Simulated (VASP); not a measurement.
# BN (P1) in VASP: a series of runs

BN is run at these levels: r2SCAN, PBE0; tasks: single point.

Program: VASP 6.6.1. These are calculated values, not measurements. Logs are shortened: lines on timing, memory, paths and dates and some standing lists are left out, and cuts for length are marked.

## 1. The cell of the first run

The typed cell holds 2 atoms: a = 2.491 Å, b = 2.491 Å, c = 3.252 Å, α = 101.11°, β = 101.11°, γ = 119.81°.

## 2. Single point, r2SCAN

Contents of POSCAR:

```
BN
1.0
    2.4912079273      0.0000000000      0.0000000000
   -1.2383433262      2.1616250238      0.0000000000
   -0.6264323005     -1.0808125118      3.0022538854
N B
1 1
Direct
    0.6685060000      0.3323850000      0.9849990000
    0.9796430000      0.9834990000      0.0018060000
```

Contents of INCAR.step1:

```
PREC = Accurate
ENCUT = 520
ISMEAR = -1
SIGMA = 0.05
LREAL = F
LASPH = T
NELM = 60
NBANDS = 11
GGA = PE
ALGO = Normal
EDIFF = 1E-4
LWAVE = T
LCHARG = F
```

Contents of INCAR.step2:

```
PREC = Accurate
ENCUT = 520
EDIFF = 1E-7
ISMEAR = -1
SIGMA = 0.05
LREAL = F
LASPH = T
NELM = 60
ALGO = Normal
ISIF = 2
LWAVE = F
LCHARG = F
METAGGA = R2SCAN
LMIXTAU = T
NBANDS = 11
ISTART = 1
```

Contents of KPOINTS:

```
regular mesh
0
Gamma
  13 13 9
```

Potentials or basis: VASP PAW PBE potentials, release 64 (N, B).

Run with:

```bash
$ cat potpaw_PBE.64/N/POTCAR potpaw_PBE.64/B/POTCAR > POTCAR
$ cp INCAR.step1 INCAR
$ mpirun -np 1 vasp_std > vasp.out
$ cp INCAR.step2 INCAR
$ mpirun -np 1 vasp_std > vasp.out
```

OUTCAR:

```text
PREC = Accurate
   ENCUT = 520
   EDIFF = 1E-7
   ISMEAR = -1
   LREAL = F
   LASPH = T
   NELM = 60
   ISIF = 2
   METAGGA = R2SCAN
   ISTART = 1

 ion  position               nearest neighbor table
   1  0.669  0.332  0.985-   2 1.39   2 1.43   2 1.51
   2  0.980  0.983  0.002-   1 1.39   1 1.43   1 1.51

  LATTYP: Found a face centered orthorhombic cell.
 ALAT       =     2.4984580149
 B/A-ratio  =     1.7253460764
 C/A-ratio  =     2.4032854405

  Lattice vectors:

 A1 = (  -1.8647756267,   1.0808125120,   3.0022538854)
 A2 = (   0.6264323006,   1.0808125120,   3.0022538854)
 A3 = (  -1.2383433262,   2.1616250238,   0.0000000000)

Analysis of symmetry for initial positions (statically):
=====================================================================
 Subroutine PRICEL returns:
 Original cell was already a primitive cell.

 Routine SETGRP: Setting up the symmetry group for a
 face centered orthorhombic supercell.

 Subroutine GETGRP returns: Found  1 space group operations
 (whereof  1 operations were pure point group operations)
 out of a pool of  8 trial point group operations.

The static configuration has the point symmetry C_1 .

Analysis of symmetry for dynamics (positions and initial velocities):
=====================================================================
 Subroutine PRICEL returns:
 Original cell was already a primitive cell.

 Routine SETGRP: Setting up the symmetry group for a
 face centered orthorhombic supercell.

 Subroutine GETGRP returns: Found  1 space group operations
 (whereof  1 operations were pure point group operations)
 out of a pool of  8 trial point group operations.

The dynamic configuration has the point symmetry C_1 .

 Subroutine INISYM returns: Found  1 space group operations
 (whereof  1 operations are pure point group operations),
 and found     1 'primitive' translations

----------------------------------------------------------------------------------------

                                     Primitive cell

  volume of cell :      16.1673

  direct lattice vectors                    reciprocal lattice vectors
     2.491207927  0.000000000  0.000000000     0.401411696  0.229959169  0.166541545
    -1.238343326  2.161625024  0.000000000     0.000000000  0.462614926  0.166541545
    -0.626432300 -1.080812512  3.002253885     0.000000000  0.000000000  0.333083090

  length of vectors
     2.491207927  2.491207927  3.251784357     0.491679424  0.491679424  0.333083090

  position of ions in fractional coordinates (direct lattice)
     0.668506000  0.332385000  0.984999000
     0.979643000  0.983499000  0.001806000

  ion indices of the primitive-cell ions
   primitive index   ion index
                 1           1
                 2           2

----------------------------------------------------------------------------------------

 KPOINTS: regular mesh

Automatic generation of k-mesh.
 Grid dimensions read from file:
 generate k-points for:   13   13    9

 Generating k-lattice:

  Cartesian coordinates                     Fractional coordinates (reciprocal lattice)
     0.030877823  0.017689167  0.012810888     0.076923077  0.000000000 -0.000000000
     0.000000000  0.035585764  0.012810888     0.000000000  0.076923077  0.000000000
     0.000000000  0.000000000  0.037009232     0.000000000  0.000000000  0.111111111

  Length of vectors
     0.037821494  0.037821494  0.037009232

  Shift w.r.t. Gamma in fractional coordinates (k-lattice)
     0.000000000  0.000000000  0.000000000

 -----------------------------------------------------------------------------
|                                                                             |
|           W    W    AA    RRRRR   N    N  II  N    N   GGGG   !!!           |
|           W    W   A  A   R    R  NN   N  II  NN   N  G    G  !!!           |
|           W    W  A    A  R    R  N N  N  II  N N  N  G       !!!           |
|           W WW W  AAAAAA  RRRRR   N  N N  II  N  N N  G  GGG   !            |
|           WW  WW  A    A  R   R   N   NN  II  N   NN  G    G                |
|           W    W  A    A  R    R  N    N  II  N    N   GGGG   !!!           |
|                                                                             |
|     Your reciprocal lattice and k-lattice belong to different lattice       |
|     classes:                                                                |
|                                                                             |
|        The reciprocal lattice is body-centered orthorhombic,                |
|        whereas your k-lattice is base-centered monoclinic.                  |
|                                                                             |
|     Results are often still useful ...                                      |
|                                                                             |
 -----------------------------------------------------------------------------

 WARNING: IBZKPT: internal override: KBLOWUP is changed to .FALSE.
      ... skipping the blow-up phase ...

 Subroutine IBZKPT returns following result:
 ===========================================

 Found    761 irreducible k-points:

 Following reciprocal coordinates:
            Coordinates               Weight
  0.000000  0.000000  0.000000      1.000000
  0.076923 -0.000000  0.000000      2.000000
  0.153846 -0.000000  0.000000      2.000000
  0.230769  0.000000 -0.000000      2.000000
  0.307692 -0.000000  0.000000      2.000000
  0.384615  0.000000 -0.000000      2.000000
[... 16 lines left out ...]
  0.153846  0.153846  0.000000      2.000000
  0.230769  0.153846  0.000000      2.000000
 [... further k-points ...]
   k-points           NKPTS =    761   k-points in BZ     NKDIM =    761   number of bands    NBANDS=     11
   number of dos      NEDOS =    301   number of ions     NIONS =      2
   total plane-waves  NPLWV =   9600
   dimension x,y,z NGX =    20 NGY =   20 NGZ =   24
   dimension x,y,z NGXF=    40 NGYF=   40 NGZF=   48
   ions per type =               1   1
   NGX,Y,Z   is equivalent  to a cutoff of  13.35, 13.35, 12.27 a.u.
   NGXF,Y,Z  is equivalent  to a cutoff of  26.69, 26.69, 24.54 a.u.
 SYSTEM =  unknown system
   PREC   = accura    normal or accurate (medium, high low for compatibility)
   ISTART =      1    job   : 0-new  1-cont  2-samecut
   ICHARG =      0    charge: 1-file 2-atom 10-const
   ISPIN  =      1    spin polarized calculation?
   LNONCOLLINEAR =      F non collinear calculations
   LSORBIT =      F    spin-orbit coupling
   LASPH  =      T    aspherical Exc in radial PAW
   ENCUT  =  520.0 eV  38.22 Ry    6.18 a.u.   4.63  4.63  6.05*2*pi/ulx,y,z
   NELM   =     60;   NELMIN=  2; NELMDL=  0     # of ELM steps
   EDIFF  = 0.1E-06   stopping-criterion for ELM
   LREAL  =      F    real-space projection
   EDIFFG = 0.1E-05   stopping-criterion for IOM
   NSW    =      0    number of steps for IOM
   IBRION =     -1    ionic relax: 0-MD 1-quasi-New 2-CG
   NFREE  =      0    steps in history (QN), initial steepest desc. (CG)
   ISIF   =      2    stress and relaxation
   ISYM   =      2    0-nonsym 1-usesym 2-fastsym
   POTIM  = 0.5000    time-step for ionic-motion
   TEBEG  =    0.0;   TEEND  =   0.0 temperature during run
   PSTRESS=    0.0 pullay stress
   NELECT =       8.0000    total number of electrons
   NUPDOWN=      -1.0000    fix difference up-down
   EMIN   =  10.00;   EMAX   =-10.00  energy-range for DOS
   EFERMI =   0.00;   METHOD = LEGACY
   ISMEAR =    -1;   SIGMA  =   0.05  broadening in eV -4-tet -1-fermi 0-gaus
   EFERMI_NEDOS =   21; number of points for ismear=-14 and -15
   IALGO  =     38    algorithm
   IMIX   =      4    mixing-type and parameters
     AMIX     =   0.40;   BMIX     =  1.00
     AMIX_MAG =   1.60;   BMIX_MAG =  1.00
  volume/ion in A,a.u.               =       8.08        54.55
  Fermi-wavevector in a.u.,A,eV,Ry     =   1.294868  2.446946 22.812667  1.676684
  Thomas-Fermi vector in A             =   2.426424
   LORBIT       =      0    0 simple, 1 ext, 2 COOP (PROOUT), +10 PAW based schemes
   METAGGA = R2SCAN    functional components
   LHFCALC =     F    Hartree Fock is set to
   AEXX    =    0.0000 exact exchange contribution
   IVDW    =     0    specifies the selected vdW correction
   LEPSILON=     F    determine dielectric tensor
   LRPA    =     F    only Hartree local field effects (RPA)
 non-spin polarized calculation
  energy-cutoff  :      520.00
  volume of cell :       16.17
 maximum number of plane-waves:       449
   NGX =  9   NGY =  9   NGZ = 13

 number of electron       8.0000000 magnetization

 Free energy of the ion-electron system (eV)
  ---------------------------------------------------
  ext. energy  EPLUGINS =         0.00000000
  ---------------------------------------------------
  free energy    TOTEN  =       -19.13335383 eV

  energy without entropy =      -19.13335383  energy(sigma->0) =      -19.13335383

 E-fermi :   4.4077     XC(G=0): -11.4487

 val. band max:        3.4355758307   @ k =   0.3846   0.3846   0.1111
 cond. band min:       6.7456338922   @ k =  -0.4615  -0.4615   0.4444
 fundamental gap:      3.3100580615
 Fermi energy:         4.4076596519

 k-point     1 :       0.0000    0.0000    0.0000
  band No.  band energies     occupation
      1     -16.0862      2.00000
      2      -0.6057      2.00000
      3       0.7985      2.00000
      4       2.5217      2.00000
      5       9.3920      0.00000
      6      14.4153      0.00000
      7      16.5449      0.00000
      8      17.7772      0.00000
      9      19.5000      0.00000
     10      30.4936      0.00000
     11      31.8726      0.00000

 k-point     2 :       0.0769   -0.0000    0.0000
  band No.  band energies     occupation
      1     -15.9531      2.00000
      2      -0.5370      2.00000
      3       0.5983      2.00000
      4       1.9350      2.00000
      5       9.7278      0.00000
      6      14.5153      0.00000
      7      17.0280      0.00000
      8      17.3239      0.00000
      9      19.8038      0.00000
     10      29.8841      0.00000
     11      30.8652      0.00000

 k-point     3 :       0.1538   -0.0000    0.0000
  band No.  band energies     occupation
      1     -15.5605      2.00000
      2      -0.3377      2.00000
      3       0.0447      2.00000
      4       0.5381      2.00000
      5      10.5617      0.00000
      6      14.6930      0.00000
      7      16.0627      0.00000
      8      18.4284      0.00000
      9      20.6750      0.00000
     10      27.0933      0.00000
     11      30.8869      0.00000

 k-point     4 :       0.2308    0.0000   -0.0000
  band No.  band energies     occupation
      1     -14.9315      2.00000
      2      -1.4834      2.00000
      3      -0.4508      2.00000
      4       0.0798      2.00000
      5      11.5186      0.00000
      6      14.1880      0.00000
      7      15.1862      0.00000
      8      20.4406      0.00000
      9      21.8936      0.00000
     10      25.0604      0.00000
     11      29.7751      0.00000

 k-point     5 :       0.3077   -0.0000    0.0000
  band No.  band energies     occupation
      1     -14.1195      2.00000
      2      -3.3501      2.00000
      3      -1.0501      2.00000
      4       0.5970      2.00000
      5      11.4025      0.00000
      6      13.4190      0.00000
      7      15.7136      0.00000
      8      22.4202      0.00000
      9      23.1476      0.00000
     10      24.1618      0.00000
     11      28.7424      0.00000
[... 211 lines left out ...]
 k-point    21 :       0.0000    0.1538   -0.0000
  band No.  band energies     occupation
      1     -15.5788      2.00000
      2      -0.7703      2.00000
      3      -0.2455      2.00000
      4       1.4826      2.00000
      5      10.4775      0.00000
      6      15.3442      0.00000
      7      15.7920      0.00000
      8      17.2218      0.00000
      9      21.0774      0.00000
     10      27.6685      0.00000
     11      30.9316      0.00000

 k-point    22 :       0.0769    0.1538    0.0000
  band No.  band energies     occupation
      1     -15.1881      2.00000
      2      -1.4699      2.00000
      3      -0.1299      2.00000
      4       0.5879      2.00000
      5      11.2822      0.00000
      6      14.7650      0.00000
      7      15.4489      0.00000
      8      18.4184      0.00000
      9      21.9805      0.00000
     10      25.1566      0.00000
     11      30.7011      0.00000

 k-point    23 :       0.1538    0.1538    0.0000
  band No.  band energies     occupation
      1     -14.5734      2.00000
      2      -2.4082      2.00000
      3      -0.7054      2.00000
      4       0.2059      2.00000
      5      11.8268      0.00000
      6      14.1545      0.00000
      7      15.9597      0.00000
      8      19.4344      0.00000
      9      22.4344      0.00000
     10      24.0962      0.00000
     11      30.4091      0.00000

 k-point    24 :       0.2308    0.1538    0.0000
  band No.  band energies     occupation
      1     -13.7926      2.00000
      2      -3.5935      2.00000
      3      -1.8397      2.00000
      4       0.7185      2.00000
      5      11.0722      0.00000
      6      14.6299      0.00000
      7      16.6442      0.00000
      8      20.3622      0.00000
      9      21.6542      0.00000
     10      25.6215      0.00000
     11      29.6483      0.00000

 [... further k-points ...]
[... 5 lines left out ...]
  --------------------------------------------------------------------------------------
  -------------------------------------------------------------------------------------
  Total        0.0477833      1.3512384      0.6941156     -0.5344948      0.1248428      0.0610361
  in kB        4.7353112    133.9074721     68.7867209    -52.9683368     12.3718969      6.0486703
  external PRESSURE =      69.1431681 kB  Pullay stress =       0.0000000 kB

 VOLUME and BASIS-vectors are now :
 -----------------------------------------------------------------------------
  energy-cutoff  :      520.00
  volume of cell :       16.17
      direct lattice vectors                 reciprocal lattice vectors
     2.491207927  0.000000000  0.000000000     0.401411696  0.229959169  0.166541545
    -1.238343326  2.161625024  0.000000000     0.000000000  0.462614926  0.166541545
    -0.626432300 -1.080812512  3.002253885     0.000000000  0.000000000  0.333083090

 POSITION                                       TOTAL-FORCE (eV/Angst)
 -----------------------------------------------------------------------------------
      0.63675     -0.34611      2.95722        -1.732164     -2.182185      0.615692
      1.22145      2.12400      0.00542         1.732164      2.182185     -0.615692
 -----------------------------------------------------------------------------------
    total drift:                               -0.000253      0.000128     -0.000132

  FREE ENERGIE OF THE ION-ELECTRON SYSTEM (eV)
  ---------------------------------------------------
  free  energy   TOTEN  =       -19.1333538291 eV

  energy  without entropy=      -19.1333538291  energy(sigma->0) =      -19.13335383
```

Wall time 5.5 min (1 thread of Intel Xeon Platinum 8488C (Sapphire Rapids), shared host); peak memory 0.23 GiB.

What came out:

```yaml
Free_energy: -19.1334 eV
Pressure: 6.9 GPa
Largest_force: 2.853 eV/Å
Band_gap_on_the_k_mesh: 3.31 eV (least direct gap 5.27 eV)
```

Forces on the atoms (eV/Å):
```
N   -1.732 -2.182  0.616
B    1.732  2.182 -0.616
```

Caveat: the cell stands under pressure; the PAW data sets were made with another functional, which shifts forces and pressure a little; an odd mesh through Γ misses points on the zone boundary, where band edges can lie.

(Part 1 of 2 ends here.)
